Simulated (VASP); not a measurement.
## Cd: single point with PBE

The system is Cd.

```xyz
1
Lattice="-1.7339 1.7339 1.7339 1.7339 -1.7339 1.7339 1.7339 1.7339 -1.7339" Properties=species:S:1:pos:R:3 pbc="T T T"
Cd    0.0000    0.0000    0.0000
```

This isn't the form of Cd at room conditions, which is hcp.

- Program: VASP 6.6.1
- Task: single point
- Functional: PBE
- Potentials or basis: VASP PAW PBE potentials, release 64 (Cd)
- Cutoff: 520 eV
- k mesh: 16 × 16 × 16
- Occupations: fermi-dirac, width 0.05 eV
- Spin: no spin polarisation
- Dipole correction: no
- Further INCAR settings: ALGO = Normal; EDIFF = 1e-06; NBANDS = 12

The pressure is 6.4 GPa and the band gap on the k mesh is zero (bands 6 and 7 overlap by 4.30 eV).

Levels at points of the mesh, in eV from the Fermi level:
```
           k point  band 2  band 3  band 4  band 5  band 6  band 7  band 8  band 9  band 10  band 11
(0.00, 0.00, 0.00)   -9.52   -9.52   -9.29   -8.80   -8.80   15.65   15.65   15.65    17.01    17.01
(0.50, 0.00, 0.00)   -9.88   -8.84   -8.77   -8.32   -2.41   -0.90    9.64   10.16    14.02    14.79
(0.50, 0.50, 0.50)  -10.08   -8.44   -8.44   -8.44    3.40    3.40    3.40    6.23     8.19     8.19
```

Run time: 8.1 s on 1 thread of Intel(R) Xeon(R) 6975P-C (Granite Rapids), with other jobs on the host, peak memory 0.15 GiB.

Caveat: the cell stands under pressure.
